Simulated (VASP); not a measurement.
Mg, 2 atoms in the cell. The structure is hexagonal, space group P6_3/mmc (No. 194). The conventional cell has a = 3.209 Å, b = 3.209 Å, c = 5.210 Å, α = 90.00°, β = 90.00°, γ = 120.00°. Within 4.2 Å of Mg (site symmetry -6m2) lie 12 Mg at 3.20 to 3.21 Å. 

| Property | Result |
| --- | --- |
| Program | VASP 6.6.1 |
| Task | single point |
| Functional | LDA |
| Potentials or basis | VASP PAW LDA potentials, release 64 (Mg) |
| Cutoff | 520 eV |
| k mesh | 12 × 12 × 7 |
| Occupations | fermi-dirac, width 0.08 eV |
| Spin | no spin polarisation |
| Dipole correction | no |
| Further INCAR settings | ALGO = Normal; EDIFF = 1e-07; NBANDS = 9 |

Potentials or basis: VASP PAW LDA potentials, release 64 (Mg).

Run with:

```sh
$ cat potpaw_LDA.64/Mg/POTCAR > POTCAR
$ mpirun -np 1 vasp_std > vasp.out
```

Hardware: 1 thread of Intel(R) Xeon(R) Platinum 8488C (Sapphire Rapids), with other jobs on the host.

Estimate the wall time of this run.

It took 8.3 s on 1 thread of Intel(R) Xeon(R) Platinum 8488C (Sapphire Rapids) (shared host), peak memory 0.15 GiB. Counts: scf iterations 10, k points 76.
